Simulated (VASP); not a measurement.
## Au: electric field gradients with PBE

Crystal: Au.

```
Au
1.0
     2.90000    0.00000    0.00000
    -1.45000    2.51147    0.00000
     0.00000    0.00000    4.88000
Au
2
Direct
  0.33333 0.66667 0.75000
  0.66667 0.33333 0.25000
```

This isn't the form of Au at room conditions, which is fcc.

```yaml
Program: VASP 6.6.1
Task: electric field gradients
Functional: PBE
Potentials_or_basis: VASP PAW PBE potentials, release 64 (Au_sv_GW)
Cutoff: 400 eV
k_mesh: 17 × 17 × 9
Occupations: fermi-dirac, width 0.02 eV
Spin: no spin polarisation
Dipole_correction: no
Further_INCAR_settings: ALGO = Normal; EDIFF = 1e-08; NBANDS = 26
```

* Pressure: -2.3 GPa
* Band gap on the k mesh: zero (bands 19 and 20 overlap by 5.99 eV)
* Largest electric field gradient by atom: Au +14.4 V/Å²

Stress tensor (GPa, compression positive):
```
-2.35  0.00  0.00
 0.00 -2.35  0.00
 0.00  0.00 -2.19
```

Levels at points of the mesh, in eV from the Fermi level:
```
           k point  band 15  band 16  band 17  band 18  band 19  band 20  band 21  band 22  band 23  band 24
(0.00, 0.00, 0.00)    -4.03    -3.36    -3.36    -2.10    -2.10    -0.87     2.53    14.70    15.73    16.79
```

Electric field gradients, principal values (V/Å²):
```tsv
atom	least	middle	greatest (by size)
1 Au	-7.208	-7.213	14.421
2 Au	-7.208	-7.213	14.421
```

It took 2.4 min on 1 thread of Intel(R) Xeon(R) Platinum 8259CL CPU @ 2.50GHz (Skylake/Cascade Lake) (shared host), peak memory 0.2 GiB.

Caveat: without QUAD_EFG the Cq values of the log hold for a quadrupole moment of 1 mb, not for the nuclei; spin-orbit coupling is left out, which moves the levels of the heavy elements.
